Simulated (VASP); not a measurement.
Wanted: the native input for a VASP 6.6.1 run.

| Quantity | Value |
| --- | --- |
| Task | single point |
| Functional | PBEsol |
| Potentials or basis | VASP PAW PBE potentials, release 64 (Ba_sv) |
| Cutoff | 520 eV |
| k mesh | 8 × 8 × 8 |
| Occupations | gaussian, width 0.1 eV |
| Spin | no spin polarisation |
| Dipole correction | no |
| Further INCAR settings | ALGO = Fast; EDIFF = 1e-07; NBANDS = 28 |

The structure of Ba lies in POSCAR:

```
Ba
1.0
    3.5471398936     -7.4979479373      0.0000000000
    3.5471398936      7.4979479373      0.0000000000
    0.0000000000      0.0000000000      4.3410804933
Ba
4
Direct
    0.1284397901      0.8715602099      0.0003120243
    0.6284397901      0.3715602099      0.4996879757
    0.8715602099      0.1284397901      0.9996879757
    0.3715602099      0.6284397901      0.5003120243
```

The input as run:

INCAR

```
SYSTEM = Ba
PREC     = Accurate       ! precision mode
ENCUT    = 520            ! plane-wave cutoff, eV
EDIFF    = 1E-7           ! SCF threshold, eV
ISMEAR   = 0              ! smearing method
SIGMA    = 0.1            ! smearing width, eV
LREAL    = .FALSE.        ! projectors in reciprocal space
LASPH    = .TRUE.         ! aspherical terms in the spheres
NELM     = 60             ! most SCF steps
ALGO     = Fast           ! electronic algorithm
ISIF     = 2              ! what is computed and relaxed
LWAVE    = .FALSE.        ! write WAVECAR
LCHARG   = .TRUE.         ! write CHGCAR
GGA      = PS             ! functional
LELF     = .TRUE.         ! ELF
LVHAR    = .TRUE.       
NBANDS   = 28             ! bands
```

KPOINTS

```
Automatic mesh
0
G
  8 8 8
  0 0 0
```

Potentials or basis: VASP PAW PBE potentials, release 64 (Ba_sv).

Run with:

```bash
$ cat potpaw_PBE.64/Ba_sv/POTCAR > POTCAR
$ mpirun -np 1 vasp_std > vasp.out
```

It gave:

The pressure is 0.1 GPa. The largest force is 0.007 eV/Å. The band gap on the k mesh is zero (bands 20 and 21 overlap by 0.57 eV).

Caveat: the PAW data sets were made with another functional, which shifts forces and pressure a little; spin-orbit coupling is left out, which moves the levels of the heavy elements.

Run time: 9.1 min on 1 thread of Intel(R) Xeon(R) Platinum 8488C (Sapphire Rapids), with other jobs on the host, peak memory 0.69 GiB.
